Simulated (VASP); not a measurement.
A run of VASP 6.6.1 is set up as follows.

The input INCAR:

```
SYSTEM = LiSi4
ALGO     = Normal         ! electronic algorithm
EDIFF    = 1E-6           ! SCF threshold, eV
EDIFFG   = -0.01          ! ionic threshold
ENCUT    = 600            ! plane-wave cutoff, eV
GGA      = PE             ! functional
IBRION   = 2              ! ionic algorithm
ISIF     = 3              ! what is computed and relaxed
ISMEAR   = 0              ! smearing method
LASPH    = .True.         ! aspherical terms in the spheres
LCHARG   = .False.        ! write CHGCAR
LREAL    = .False.        ! projectors in reciprocal space
LWAVE    = .False.        ! write WAVECAR
NELM     = 100            ! most SCF steps
NSW      = 100            ! ionic steps
PREC     = Accurate       ! precision mode
SIGMA    = 0.1            ! smearing width, eV
```

File KPOINTS:

```
k-points
0
Gamma
  10 10 10
  0 0 0
```

Contents of POSCAR:

```
LiSi4
1.0
    1.8999653790     -6.3759735518      0.0000000000
    1.8999653790      6.3759735518      0.0000000000
    0.0000000000      0.0000000000      3.8192165132
Li Si
1 4
Direct
    0.5000000000      0.5000000000      0.0000000000
    0.0895395403      0.9104604597      0.5000000000
    0.9104604597      0.0895395403      0.5000000000
    0.1935071885      0.8064928115      0.0000000000
    0.8064928115      0.1935071885      0.0000000000
```

Potentials or basis: VASP PAW PBE potentials, release 64 (Li_sv, Si).

Launch:

```bash
$ cat potpaw_PBE.64/Li_sv/POTCAR potpaw_PBE.64/Si/POTCAR > POTCAR
$ mpirun -np 1 vasp_std > vasp.out
```

Predict the space group after relaxing (to 0.05 Å).

Cmmm (No. 65).

Predict the relaxed volume.

18.57 Å³/atom.

Estimate the relaxed cell.

a = 6.666 Å, b = 6.666 Å, c = 3.806 Å, α = 90.00°, β = 90.00°, γ = 146.68°.

Final structure:
```yaml
crystal:
  lattice:
    - [1.91072, -6.38592, 0.00000]
    - [1.91072, 6.38592, 0.00000]
    - [0.00000, 0.00000, 3.80572]
  atoms:
    - { symbol: Li, position: [0.50000, 0.50000, 0.00000] }
    - { symbol: Si, position: [0.08924, 0.91076, 0.50000] }
    - { symbol: Si, position: [0.91076, 0.08924, 0.50000] }
    - { symbol: Si, position: [0.19365, 0.80635, 0.00000] }
    - { symbol: Si, position: [0.80635, 0.19365, 0.00000] }
```

Caveat: the cutoff is under 1.25 times the usual one of these potentials, so pressure, stress and relaxed cells hold a basis-set (Pulay) error.
